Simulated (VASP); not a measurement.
A run of VASP 6.6.1 is set up as follows.

The input INCAR:

```
SYSTEM = Ga3Sb5
ALGO     = Normal         ! electronic algorithm
EDIFF    = 1E-6           ! SCF threshold, eV
EDIFFG   = -0.015         ! ionic threshold
ENCUT    = 600            ! plane-wave cutoff, eV
GGA      = PE             ! functional
IBRION   = 2              ! ionic algorithm
ISIF     = 3              ! what is computed and relaxed
ISMEAR   = 0              ! smearing method
LASPH    = .TRUE.         ! aspherical terms in the spheres
LCHARG   = .FALSE.        ! write CHGCAR
LREAL    = .FALSE.        ! projectors in reciprocal space
LWAVE    = .FALSE.        ! write WAVECAR
NELM     = 80             ! most SCF steps
NSW      = 80             ! ionic steps
PREC     = Accurate       ! precision mode
SIGMA    = 0.1            ! smearing width, eV
```

File KPOINTS:

```
k-points
0
G
  6 6 6
  0 0 0
```

Contents of POSCAR:

```
Ga3Sb5
1.0
   -5.9256002623      0.0000000000      0.0000000000
    0.0000000000      0.0000000000      5.9256002623
    0.0000000000      5.9256002623      0.0000000000
Sb Ga
5 3
Direct
    0.5000000000      0.0000000000      0.0000000000
    0.5000000000      0.0000000000      0.5000000000
    0.5000000000      0.5000000000      0.5000000000
    0.0000000000      0.5000000000      0.0000000000
    0.0000000000      0.5000000000      0.5000000000
    0.5000000000      0.5000000000      0.0000000000
    0.0000000000      0.0000000000      0.0000000000
    0.0000000000      0.0000000000      0.5000000000
```

Potentials or basis: VASP PAW PBE potentials, release 64 (Sb, Ga_d).

Command:

```sh
$ cat potpaw_PBE.64/Sb/POTCAR potpaw_PBE.64/Ga_d/POTCAR > POTCAR
$ mpirun -np 1 vasp_std > vasp.out
```

(1) Estimate the band gap on the k mesh.

(2) What does it give for the relaxed volume?

Answers

(1) zero (bands 32 and 33 overlap by 1.55 eV).

(2) 26.50 Å³/atom.

Caveat: spin-orbit coupling is left out, which moves the levels of the heavy elements.
